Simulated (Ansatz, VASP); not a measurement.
## One calculation of YN, two programs

```
Y N
1.0
     0.00000    2.42848    2.46773
     2.42848    0.00000    2.46773
     2.42848    2.42848    0.00000
Y N
1 1
Direct
  0.00000 0.00000 0.00000
  0.50000 0.50000 0.50000
```

Change from the starting cell: strained cell.

Alike in both runs: functional PBE; k mesh 10 × 10 × 10; occupations gaussian, width 0.01 eV; no spin polarisation.

Ansatz relaxed the structure, and its values are those at the end. VASP's run is a single point on that final structure, the one shown.

```csv
,VASP,Ansatz
version,VASP 6.6.1,Ansatz 0.2.0
potentials or method,"VASP PAW PBE potentials, release 64 (Y_sv, N), cutoff 600 eV","scalar-relativistic, plane waves, PAW"
valence electrons in the cell,16,16
```

Ansatz gave:

* gap on the k mesh at the Fermi level (eV): 0.15
* least direct gap on the mesh (eV): 0.53
* pressure (GPa): 2.4

Q: What did VASP give for the same quantities?

A: gap on the k mesh at the Fermi level (eV): 0.15; least direct gap on the mesh (eV): 0.53; pressure (GPa): 2.2.

Ansatz's warnings: stress scf threshold loose.
